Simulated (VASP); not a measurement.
# MoS2 in VASP: a series of runs

Runs on MoS2. Level: r2SCAN. Tasks: single point.

All numbers are computed with VASP 6.6.1; they aren't measurements. Logs are shortened: lines on timing, memory, paths and dates and some standing lists are left out, and cuts for length are marked.

## 1. The cell of the first run

The cell holds a slab with vacuum, 3 atoms: a = 3.163 Å, b = 3.163 Å, c = 17.218 Å, α = 90.00°, β = 90.00°, γ = 120.00°.

## 2. Single point, r2SCAN

Input file POSCAR:

```
MoS2
1.0
    3.1627554646      0.0000000000      0.0000000000
   -1.5813777323      2.7390265783      0.0000000000
    0.0000000000      0.0000000000     17.2182568475
Mo S
1 2
Direct
    0.0000000000      0.0000000000      0.0000000000
    0.3333333333      0.6666666667      0.9105070200
    0.3333333333      0.6666666667      0.0894929800
```

Input file INCAR.step1:

```
SYSTEM = MoS2
  PREC = Accurate
  ENCUT = 520
  ISMEAR = -1
  SIGMA = 0.05
  LREAL = .False.
  LASPH = .True.
  NELM = 80
  NBANDS = 20
  GGA = PE
  ALGO = Normal
  EDIFF = 1E-4
  LWAVE = .True.
  LCHARG = .False.
```

Input file INCAR.step2:

```
SYSTEM = MoS2
  PREC = Accurate
  ENCUT = 520
  EDIFF = 1E-6
  ISMEAR = -1
  SIGMA = 0.05
  LREAL = .False.
  LASPH = .True.
  NELM = 80
  ALGO = Normal
  ISIF = 2
  LWAVE = .False.
  LCHARG = .False.
  METAGGA = R2SCAN
  LMIXTAU = .True.
  NBANDS = 20
  ISTART = 1
```

Input file KPOINTS:

```
regular mesh
0
Gamma
  10 10 2
  0 0 0
```

Potentials or basis: VASP PAW PBE potentials, release 64 (Mo_sv, S).

Command:

```console
$ cat potpaw_PBE.64/Mo_sv/POTCAR potpaw_PBE.64/S/POTCAR > POTCAR
$ cp INCAR.step1 INCAR
$ mpirun -np 1 vasp_std > vasp.out
$ cp INCAR.step2 INCAR
$ mpirun -np 1 vasp_std > vasp.out
```

OUTCAR:

```text
SYSTEM = MoS2
   PREC = Accurate
   ENCUT = 520
   EDIFF = 1E-6
   ISMEAR = -1
   LREAL = .False.
   LASPH = .True.
   NELM = 80
   ISIF = 2
   METAGGA = R2SCAN
   ISTART = 1

 ion  position               nearest neighbor table
   1  0.000  0.000  0.000-   2 2.39   3 2.39   2 2.39   3 2.39   2 2.39   3 2.39
   2  0.333  0.667  0.911-   1 2.39   1 2.39   1 2.39
   3  0.333  0.667  0.089-   1 2.39   1 2.39   1 2.39

  LATTYP: Found a hexagonal cell.
 ALAT       =     3.1627554646
 C/A-ratio  =     5.4440683259

  Lattice vectors:

 A1 = (   3.1627554646,   0.0000000000,   0.0000000000)
 A2 = (  -1.5813777323,   2.7390265783,   0.0000000000)
 A3 = (   0.0000000000,   0.0000000000,  17.2182568475)

Analysis of symmetry for initial positions (statically):
=====================================================================
 Subroutine PRICEL returns:
 Original cell was already a primitive cell.

 Routine SETGRP: Setting up the symmetry group for a
 hexagonal supercell.

 Subroutine GETGRP returns: Found 12 space group operations
 (whereof 12 operations were pure point group operations)
 out of a pool of 24 trial point group operations.

The static configuration has the point symmetry D_3h.

Analysis of symmetry for dynamics (positions and initial velocities):
=====================================================================
 Subroutine PRICEL returns:
 Original cell was already a primitive cell.

 Routine SETGRP: Setting up the symmetry group for a
 hexagonal supercell.

 Subroutine GETGRP returns: Found 12 space group operations
 (whereof 12 operations were pure point group operations)
 out of a pool of 24 trial point group operations.

The dynamic configuration has the point symmetry D_3h.

 Subroutine INISYM returns: Found 12 space group operations
 (whereof 12 operations are pure point group operations),
 and found     1 'primitive' translations

----------------------------------------------------------------------------------------

                                     Primitive cell

  volume of cell :     149.1595

  direct lattice vectors                    reciprocal lattice vectors
     3.162755465  0.000000000  0.000000000     0.316179993  0.182546604  0.000000000
    -1.581377732  2.739026578  0.000000000     0.000000000  0.365093208  0.000000000
     0.000000000  0.000000000 17.218256848     0.000000000  0.000000000  0.058077888

  length of vectors
     3.162755465  3.162755465 17.218256848     0.365093208  0.365093208  0.058077888

  position of ions in fractional coordinates (direct lattice)
     0.000000000  0.000000000  0.000000000
     0.333333333  0.666666667  0.910507020
     0.333333333  0.666666667  0.089492980

  ion indices of the primitive-cell ions
   primitive index   ion index
                 1           1
                 2           2
                 3           3

----------------------------------------------------------------------------------------

 KPOINTS: regular mesh

Automatic generation of k-mesh.
 Grid dimensions read from file:
 generate k-points for:   10   10    2

 Generating k-lattice:

  Cartesian coordinates                     Fractional coordinates (reciprocal lattice)
     0.031617999  0.018254660  0.000000000     0.100000000 -0.000000000  0.000000000
     0.000000000  0.036509321  0.000000000     0.000000000  0.100000000  0.000000000
     0.000000000  0.000000000  0.029038944     0.000000000  0.000000000  0.500000000

  Length of vectors
     0.036509321  0.036509321  0.029038944

  Shift w.r.t. Gamma in fractional coordinates (k-lattice)
     0.000000000  0.000000000  0.000000000

 Subroutine IBZKPT returns following result:
 ===========================================

 Found     28 irreducible k-points:

 Following reciprocal coordinates:
            Coordinates               Weight
  0.000000  0.000000  0.000000      1.000000
  0.100000  0.000000  0.000000      6.000000
  0.200000  0.000000  0.000000      6.000000
  0.300000  0.000000  0.000000      6.000000
  0.400000  0.000000  0.000000      6.000000
  0.500000 -0.000000  0.000000      3.000000
[... 16 lines left out ...]
  0.300000  0.100000  0.500000     12.000000
  0.400000  0.100000  0.500000     12.000000
 [... further k-points ...]
   k-points           NKPTS =     28   k-points in BZ     NKDIM =     28   number of bands    NBANDS=     20
   number of dos      NEDOS =    301   number of ions     NIONS =      3
   total plane-waves  NPLWV =  73728
   dimension x,y,z NGX =    24 NGY =   24 NGZ =  128
   dimension x,y,z NGXF=    48 NGYF=   48 NGZF=  256
   ions per type =               1   2
   NGX,Y,Z   is equivalent  to a cutoff of  12.62, 12.62, 12.36 a.u.
   NGXF,Y,Z  is equivalent  to a cutoff of  25.23, 25.23, 24.72 a.u.
 SYSTEM =  MoS2
   PREC   = accura    normal or accurate (medium, high low for compatibility)
   ISTART =      1    job   : 0-new  1-cont  2-samecut
   ICHARG =      0    charge: 1-file 2-atom 10-const
   ISPIN  =      1    spin polarized calculation?
   LNONCOLLINEAR =      F non collinear calculations
   LSORBIT =      F    spin-orbit coupling
   LASPH  =      T    aspherical Exc in radial PAW
   ENCUT  =  520.0 eV  38.22 Ry    6.18 a.u.   5.88  5.88 32.01*2*pi/ulx,y,z
   NELM   =     80;   NELMIN=  2; NELMDL=  0     # of ELM steps
   EDIFF  = 0.1E-05   stopping-criterion for ELM
   LREAL  =      F    real-space projection
   EDIFFG = 0.1E-04   stopping-criterion for IOM
   NSW    =      0    number of steps for IOM
   IBRION =     -1    ionic relax: 0-MD 1-quasi-New 2-CG
   NFREE  =      0    steps in history (QN), initial steepest desc. (CG)
   ISIF   =      2    stress and relaxation
   ISYM   =      2    0-nonsym 1-usesym 2-fastsym
   POTIM  = 0.5000    time-step for ionic-motion
   TEBEG  =    0.0;   TEEND  =   0.0 temperature during run
   PSTRESS=    0.0 pullay stress
   NELECT =      26.0000    total number of electrons
   NUPDOWN=      -1.0000    fix difference up-down
   EMIN   =  10.00;   EMAX   =-10.00  energy-range for DOS
   EFERMI =   0.00;   METHOD = LEGACY
   ISMEAR =    -1;   SIGMA  =   0.05  broadening in eV -4-tet -1-fermi 0-gaus
   EFERMI_NEDOS =   21; number of points for ismear=-14 and -15
   IALGO  =     38    algorithm
   IMIX   =      4    mixing-type and parameters
     AMIX     =   0.40;   BMIX     =  1.00
     AMIX_MAG =   1.60;   BMIX_MAG =  1.00
  volume/ion in A,a.u.               =      49.72       335.53
  Fermi-wavevector in a.u.,A,eV,Ry     =   0.914497  1.728149 11.378616  0.836305
  Thomas-Fermi vector in A             =   2.039131
   LORBIT       =      0    0 simple, 1 ext, 2 COOP (PROOUT), +10 PAW based schemes
   METAGGA = R2SCAN    functional components
   LHFCALC =     F    Hartree Fock is set to
   AEXX    =    0.0000 exact exchange contribution
   IVDW    =     0    specifies the selected vdW correction
   LEPSILON=     F    determine dielectric tensor
   LRPA    =     F    only Hartree local field effects (RPA)
 non-spin polarized calculation
  energy-cutoff  :      520.00
  volume of cell :      149.16
 maximum number of plane-waves:      4040
 NGX is ok and might be reduce to    24
   NGX = 11   NGY = 11   NGZ = 65

 number of electron      25.9999997 magnetization

 Free energy of the ion-electron system (eV)
  ---------------------------------------------------
  ext. energy  EPLUGINS =         0.00000000
  ---------------------------------------------------
  free energy    TOTEN  =       -44.98979294 eV

  energy without entropy =      -44.98979294  energy(sigma->0) =      -44.98979294

 E-fermi :  -0.5612     XC(G=0):  -4.4898

 val. band max:       -1.4795021038   @ k =   0.0000   0.0000   0.5000
 cond. band min:       0.4086502759   @ k =   0.3000   0.3000   0.0000
 fundamental gap:      1.8881523797
 Fermi energy:        -0.5611724474

 k-point     1 :       0.0000    0.0000    0.0000
  band No.  band energies     occupation
      1     -64.3053      2.00000
      2     -37.7387      2.00000
      3     -37.5070      2.00000
      4     -37.5070      2.00000
      5     -16.4307      2.00000
      6     -14.9691      2.00000
[... 12 lines left out ...]
     19       4.8431      0.00000
     20       5.2849      0.00000

 k-point     2 :       0.1000    0.0000    0.0000
  band No.  band energies     occupation
      1     -64.3010      2.00000
      2     -37.7301      2.00000
      3     -37.5493      2.00000
      4     -37.5165      2.00000
      5     -16.2726      2.00000
      6     -14.9096      2.00000
[... 12 lines left out ...]
     19       5.0399      0.00000
     20       5.8142      0.00000

 k-point     3 :       0.2000    0.0000    0.0000
  band No.  band energies     occupation
      1     -64.2896      2.00000
      2     -37.7076      2.00000
      3     -37.6590      2.00000
      4     -37.5414      2.00000
      5     -15.8352      2.00000
      6     -14.7456      2.00000
[... 12 lines left out ...]
     19       5.6073      0.00000
     20       6.4283      0.00000

 k-point     4 :       0.3000    0.0000    0.0000
  band No.  band energies     occupation
      1     -64.2755      2.00000
      2     -37.7920      2.00000
      3     -37.6796      2.00000
      4     -37.5720      2.00000
      5     -15.2322      2.00000
      6     -14.5236      2.00000
[... 12 lines left out ...]
     19       6.4202      0.00000
     20       7.0966      0.00000

 k-point     5 :       0.4000    0.0000    0.0000
  band No.  band energies     occupation
      1     -64.2641      2.00000
      2     -37.8977      2.00000
      3     -37.6569      2.00000
      4     -37.5966      2.00000
      5     -14.6689      2.00000
      6     -14.3241      2.00000
[... 12 lines left out ...]
     19       6.8458      0.00000
     20       7.0698      0.00000
[... 353 lines left out ...]
      6     -14.7974      2.00000
[... 12 lines left out ...]
     19       5.3403      0.00000
     20       6.4337      0.00000

 k-point    22 :       0.2000    0.1000    0.5000
  band No.  band energies     occupation
      1     -64.2804      2.00000
      2     -37.7361      2.00000
      3     -37.6893      2.00000
      4     -37.5720      2.00000
      5     -15.4509      2.00000
      6     -14.6013      2.00000
[... 12 lines left out ...]
     19       6.0293      0.00000
     20       7.1013      0.00000

 k-point    23 :       0.3000    0.1000    0.5000
  band No.  band energies     occupation
      1     -64.2676      2.00000
      2     -37.8476      2.00000
      3     -37.6639      2.00000
      4     -37.6074      2.00000
      5     -14.8566      2.00000
      6     -14.3826      2.00000
[... 12 lines left out ...]
     19       6.8762      0.00000
     20       7.1625      0.00000

 k-point    24 :       0.4000    0.1000    0.5000
  band No.  band energies     occupation
      1     -64.2597      2.00000
      2     -37.9156      2.00000
      3     -37.6482      2.00000
      4     -37.6292      2.00000
      5     -14.4369      2.00000
      6     -14.2329      2.00000
[... 12 lines left out ...]
     19       7.5321      0.00000
     20       7.7711      0.00000

 [... further k-points ...]
[... 5 lines left out ...]
  --------------------------------------------------------------------------------------
  -------------------------------------------------------------------------------------
  Total        1.0522931      1.0522931      1.1338153      0.0000000      0.0000000     -0.0000000
  in kB       11.3030656     11.3030656     12.1787255      0.0000000      0.0000000     -0.0000000
  external PRESSURE =      11.5949523 kB  Pullay stress =       0.0000000 kB

 VOLUME and BASIS-vectors are now :
 -----------------------------------------------------------------------------
  energy-cutoff  :      520.00
  volume of cell :      149.16
      direct lattice vectors                 reciprocal lattice vectors
     3.162755465  0.000000000  0.000000000     0.316179993  0.182546604  0.000000000
    -1.581377732  2.739026578  0.000000000     0.000000000  0.365093208  0.000000000
     0.000000000  0.000000000 17.218256848     0.000000000  0.000000000  0.058077888

 POSITION                                       TOTAL-FORCE (eV/Angst)
 -----------------------------------------------------------------------------------
      0.00000      0.00000      0.00000         0.000000      0.000000      0.000000
     -0.00000      1.82602     15.67734        -0.000000      0.000000     -0.374427
     -0.00000      1.82602      1.54091        -0.000000      0.000000      0.374427
 -----------------------------------------------------------------------------------
    total drift:                               -0.000002      0.000001     -0.000000

  FREE ENERGIE OF THE ION-ELECTRON SYSTEM (eV)
  ---------------------------------------------------
  free  energy   TOTEN  =       -44.9897929432 eV

  energy  without entropy=      -44.9897929423  energy(sigma->0) =      -44.98979294
```

It took 4.1 min on 1 thread of Intel Xeon Platinum 8259CL at 2.50GHz (Skylake/Cascade Lake), shared host; peak memory 0.32 GiB.

What came out:

```yaml
Free_energy: -44.9898 eV
Largest_force: 0.374 eV/Å
Band_gap_on_the_k_mesh: 1.89 eV, indirect (least direct gap 2.10 eV)
```

Forces on the atoms (eV/Å):
```
Mo   0.000  0.000  0.000
S    0.000  0.000 -0.374
S    0.000  0.000  0.374
```

Levels at points of the mesh, in eV from the valence-band top:
```tsv
k point	band 9	band 10	band 11	band 12	band 13	band 14	band 15	band 16	band 17	band 18
(0.00, 0.00, 0.00)	-2.93	-1.93	-1.74	-1.74	0.00	2.96	2.96	3.25	3.25	5.94
(0.50, 0.00, 0.00)	-4.40	-3.50	-2.05	-1.16	-0.71	2.39	2.94	4.24	4.66	6.63
(0.00, 0.00, 0.50)	-2.93	-1.93	-1.74	-1.74	0.00	2.96	2.96	3.25	3.25	6.01
(0.50, 0.00, 0.50)	-4.40	-3.50	-2.05	-1.16	-0.71	2.39	2.94	4.24	4.66	6.63
```

Caveat: the PAW data sets were made with another functional, which shifts forces and pressure a little.

(Continued in part 2 of 3.)
